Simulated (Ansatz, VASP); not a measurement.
# MgO in VASP and in Ansatz

The input INCAR:

```
  ALGO = Normal
  EDIFF = 1E-6
  ENCUT = 520
  GGA = CA
  ISIF = 2
  ISMEAR = 0
  LASPH = T
  LCHARG = F
  LREAL = F
  LWAVE = F
  NBANDS = 36
  NELM = 100
  PREC = Accurate
  SIGMA = 0.05
```

File KPOINTS:

```
k-points
0
Gamma
  8 8 2
```

Contents of POSCAR:

```
MgO
1.0
   -3.4517839558      0.0000000000      0.0000000000
   -1.7258919779     -2.9893325941      0.0000000000
   -0.7670631013     -0.6642961320     12.4189476803
Mg O
6 6
Direct
    0.6574055556      0.6481444444      0.0833500000
    0.6203685185      0.5740703704      0.4166833333
    0.5833314815      0.4999962963      0.7500166667
    0.2314796296      0.1296259259      0.9166833333
    0.3055537037      0.2777740741      0.2500166667
    0.2685166667      0.2037000000      0.5833500000
    0.5648129630      0.4629592593      0.9166833333
    0.6388870370      0.6111074074      0.2500166667
    0.6018500000      0.5370333333      0.5833500000
    0.3240722222      0.3148111111      0.0833500000
    0.2870351852      0.2407370370      0.4166833333
    0.2499981481      0.1666629630      0.7500166667
```

Input for Ansatz:

```yaml
crystal:
  lattice:
    - [-3.4517839558, 0.0, 0.0]
    - [-1.7258919779, -2.9893325941, 0.0]
    - [-0.7670631013, -0.664296132, 12.4189476803]
  atoms:
    - { symbol: Mg, position: [0.6574055556, 0.6481444444, 0.08335] }
    - { symbol: Mg, position: [0.6203685185, 0.5740703704, 0.4166833333] }
    - { symbol: Mg, position: [0.5833314815, 0.4999962963, 0.7500166667] }
    - { symbol: Mg, position: [0.2314796296, 0.1296259259, 0.9166833333] }
    - { symbol: Mg, position: [0.3055537037, 0.2777740741, 0.2500166667] }
    - { symbol: Mg, position: [0.2685166667, 0.2037, 0.58335] }
    - { symbol: O, position: [0.564812963, 0.4629592593, 0.9166833333] }
    - { symbol: O, position: [0.638887037, 0.6111074074, 0.2500166667] }
    - { symbol: O, position: [0.60185, 0.5370333333, 0.58335] }
    - { symbol: O, position: [0.3240722222, 0.3148111111, 0.08335] }
    - { symbol: O, position: [0.2870351852, 0.240737037, 0.4166833333] }
    - { symbol: O, position: [0.2499981481, 0.166662963, 0.7500166667] }
basis:
  ecutwfc: 520.0
kpoints:
  mp_grid: { grid: [8, 8, 2] }
hamiltonian:
  xc: lda
  pseudopotentials: { kind: paw, azcp: { folder: soft_1 } }
scf:
  occupations: { method: gaussian, width: 0.05 }
output:
  forces: true
  stress: true
  eigenvalues: true
```

Alike in both runs: task single point; functional LDA; k mesh 8 × 8 × 2; occupations gaussian, width 0.05 eV; no spin polarisation.

|  | VASP | Ansatz |
| --- | --- | --- |
| version | VASP 6.6.1 | Ansatz 0.2.0 |
| potentials or method | VASP PAW LDA potentials, release 64 (Mg, O), cutoff 520 eV | scalar-relativistic, plane waves, PAW |
| valence electrons in the cell | 48 | 96 |

```tsv
	VASP	Ansatz	Ansatz less VASP
gap on the k mesh at the Fermi level (eV)	2.56	2.57	+0.014
least direct gap on the mesh (eV)	2.56	2.57	+0.014
pressure (GPa)	-1.1	0.6	+1.74
traceless stress, the component that is largest in VASP (GPa)	5.47	5.42	-0.048
rms of the force components (eV/Å)	0.593	0.586	-0.0075
```

Ansatz warns that its potentials were made for another functional, while VASP's fit it. LDA's correlation is that of Perdew and Zunger in VASP and of Perdew and Wang (1992) in Ansatz. Atom by atom the forces differ by 0.009 eV/Å (rms over components). VASP's potentials hold 48 valence electrons a cell and Ansatz's 96, so a difference there can come from the potentials and not from the codes.
